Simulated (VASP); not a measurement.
# SnO3 (Pm-3m) in VASP: further runs, part 3 of 3

VASP 6.6.1.

## Step 6: Relaxation of cell and atoms, PBE

The input, INCAR:

```
SYSTEM = SnO3
  PREC = Accurate
  ENCUT = 600
  EDIFF = 1E-6
  ISMEAR = 0
  SIGMA = 0.1
  LREAL = .FALSE.
  LASPH = .TRUE.
  NELM = 80
  ALGO = Normal
  ISIF = 3
  LWAVE = .FALSE.
  LCHARG = .FALSE.
  GGA = PE
  IBRION = 2
  NSW = 90
  EDIFFG = -0.04
```

The input, KPOINTS:

```
regular mesh
0
G
  6 6 6
  0 0 0
```

The input, POSCAR:

```
SnO3
1.0
    3.4275555479      0.0000000000      0.0000000000
    0.0000000000      3.4275555479      0.0000000000
    0.0000000000      0.0000000000      3.4275555479
Sn O
1 3
Direct
    0.0000000000      0.0000000000      0.0000000000
    0.0000000000      0.5000000000      0.5000000000
    0.5000000000      0.0000000000      0.5000000000
    0.5000000000      0.5000000000      0.0000000000
```

Potentials or basis: VASP PAW PBE potentials, release 64 (Sn_d, O).

Command:

```console
$ cat potpaw_PBE.64/Sn_d/POTCAR potpaw_PBE.64/O/POTCAR > POTCAR
$ mpirun -np 1 vasp_std > vasp.out
```

OUTCAR:

```text
SYSTEM = SnO3
   PREC = Accurate
   ENCUT = 600
   EDIFF = 1E-6
   ISMEAR = 0
   LREAL = .FALSE.
   LASPH = .TRUE.
   NELM = 80
   ISIF = 3
   GGA = PE
   IBRION = 2
   NSW = 90
   EDIFFG = -0.04

 ion  position               nearest neighbor table
   1  0.000  0.000  0.000-   2 2.42   3 2.42   4 2.42   2 2.42   3 2.42   2 2.42   4 2.42   2 2.42
                             3 2.42   4 2.42   3 2.42   4 2.42
   2  0.000  0.500  0.500-   1 2.42   1 2.42   1 2.42   1 2.42
[... 657 lines left out ...]
  Direction    XX          YY          ZZ          XY          YZ          ZX
  --------------------------------------------------------------------------------------
  -------------------------------------------------------------------------------------
  Total        0.0212700      0.0212700      0.0212700      0.0000000     -0.0000000     -0.0000000
  in kB        0.8463022      0.8463022      0.8463022      0.0000000     -0.0000000     -0.0000000
  external PRESSURE =       0.8463022 kB  Pullay stress =       0.0000000 kB

 VOLUME and BASIS-vectors are now :
 -----------------------------------------------------------------------------
  energy-cutoff  :      600.00
  volume of cell :       40.27
      direct lattice vectors                 reciprocal lattice vectors
     3.427555548  0.000000000  0.000000000     0.291753113  0.000000000  0.000000000
     0.000000000  3.427555548  0.000000000     0.000000000  0.291753113  0.000000000
     0.000000000  0.000000000  3.427555548     0.000000000  0.000000000  0.291753113

 POSITION                                       TOTAL-FORCE (eV/Angst)
 -----------------------------------------------------------------------------------
      0.00000      0.00000      0.00000         0.000000      0.000000      0.000000
      0.00000      1.71378      1.71378         0.000000      0.000000      0.000000
      1.71378      0.00000      1.71378         0.000000      0.000000      0.000000
      1.71378      1.71378      0.00000         0.000000      0.000000      0.000000
 -----------------------------------------------------------------------------------
    total drift:                               -0.000000      0.000000      0.000000

  FREE ENERGIE OF THE ION-ELECTRON SYSTEM (eV)
  ---------------------------------------------------
  free  energy   TOTEN  =       -17.5608035101 eV

  energy  without entropy=      -17.5283798630  energy(sigma->0) =      -17.54459169

 reached required accuracy - stopping structural energy minimisation
```

OSZICAR:

```text
N       E                     dE             d eps       ncg     rms          rms(c)
DAV:   1     0.362598828438E+03    0.36260E+03   -0.18142E+04   824   0.265E+03
DAV:   2     0.168856873367E+02   -0.34571E+03   -0.32938E+03   952   0.622E+02
DAV:   3    -0.185542329892E+02   -0.35440E+02   -0.33062E+02   900   0.168E+02
DAV:   4    -0.198957883467E+02   -0.13416E+01   -0.13130E+01   884   0.333E+01
DAV:   5    -0.199399642547E+02   -0.44176E-01   -0.44096E-01  1092   0.607E+00    0.902E+00
DAV:   6    -0.176054846919E+02    0.23345E+01   -0.72321E+00  1132   0.665E+01    0.314E+00
DAV:   7    -0.175818649221E+02    0.23620E-01   -0.49750E-01   860   0.579E+00    0.155E+00
DAV:   8    -0.175623708248E+02    0.19494E-01   -0.70336E-02   912   0.253E+00    0.309E-01
DAV:   9    -0.175608132311E+02    0.15576E-02   -0.82239E-03  1156   0.114E+00    0.106E-01
DAV:  10    -0.175607733236E+02    0.39907E-04   -0.11921E-03  1168   0.508E-01    0.441E-02
DAV:  11    -0.175608089379E+02   -0.35614E-04   -0.14971E-04  1164   0.146E-01    0.152E-02
DAV:  12    -0.175608042063E+02    0.47316E-05   -0.12803E-05  1076   0.360E-02    0.479E-03
DAV:  13    -0.175608035101E+02    0.69620E-06   -0.11263E-06   544   0.939E-03
   1 F= -.17560804E+02 E0= -.17544592E+02  d E =-.175608E+02
```

Run time: 14 s. Hardware: 1 thread of Intel Xeon 6975P-C, shared host; peak memory 0.16 GiB.

What came out:

```yaml
Free_energy: -17.5608 eV
Pressure_after_relaxing: 0.1 GPa
Band_gap_on_the_k_mesh: zero (band 16 reaches 7.33 eV, above the bottom of band 17 at 7.08 eV)
```

Final structure:
```cif
data_structure
_symmetry_space_group_name_H-M 'P 1'
_symmetry_Int_Tables_number 1
_cell_length_a 3.4276
_cell_length_b 3.4276
_cell_length_c 3.4276
_cell_angle_alpha 90.000
_cell_angle_beta 90.000
_cell_angle_gamma 90.000
_cell_volume 40.27
loop_
_atom_site_label
_atom_site_type_symbol
_atom_site_fract_x
_atom_site_fract_y
_atom_site_fract_z
_atom_site_occupancy
Sn1 Sn 0.00000 0.00000 0.00000 1
O1 O 0.00000 0.50000 0.50000 1
O2 O 0.50000 0.00000 0.50000 1
O3 O 0.50000 0.50000 0.00000 1
```

Levels at points of the mesh, in eV from the Fermi level:
| k point | band 14 | band 15 | band 16 | band 17 | band 18 | band 19 |
| --- | --- | --- | --- | --- | --- | --- |
| (0.00, 0.00, 0.00) | -1.67 | -1.67 | 0.14 | 0.14 | 0.14 | 10.93 |
| (0.50, 0.00, 0.00) | -2.22 | -1.73 | -0.10 | -0.10 | 2.91 | 4.36 |
| (0.50, 0.50, 0.00) | -2.28 | -1.77 | 0.09 | 0.54 | 2.22 | 6.60 |
| (0.50, 0.50, 0.50) | 0.02 | 0.02 | 0.02 | 0.59 | 0.59 | 9.72 |

Caveat: the relaxation stopped at its first step, so nothing moved; spin-orbit coupling is left out, which moves the levels of the heavy elements.

## Step 7: Summary

```csv
task,cell,k mesh,cutoff (eV),gap on the mesh (eV),pressure (GPa)
single point,"a = 3.428 Å, 4 atoms",4 × 4 × 4,520,none,0.1
single point,"a = 3.984 Å, 4 atoms",4 × 4 × 4,520,none,-21.1
single point,"a = 3.428 Å, 4 atoms",6 × 6 × 6,520,none,0.2
relaxation of cell and atoms,"relaxed from a = 3.984 Å, 4 atoms",4 × 4 × 4,600,none,-0.6
relaxation of cell and atoms,"relaxed from a = 3.428 Å, 4 atoms",6 × 6 × 6,600,none,0.1
```

Alike in all rows: level PBE; potentials or basis VASP PAW PBE potentials, release 64 (Sn_d, O); no spin polarisation; smearing gaussian 0.1 eV.

Caveats: some runs use coarse meshes; spin-orbit coupling is left out, which moves the levels of the heavy elements; the relaxation stopped at its first step, so nothing moved (some runs).

Total energies depend on the potentials used, so only differences within one code and one set of settings carry meaning.
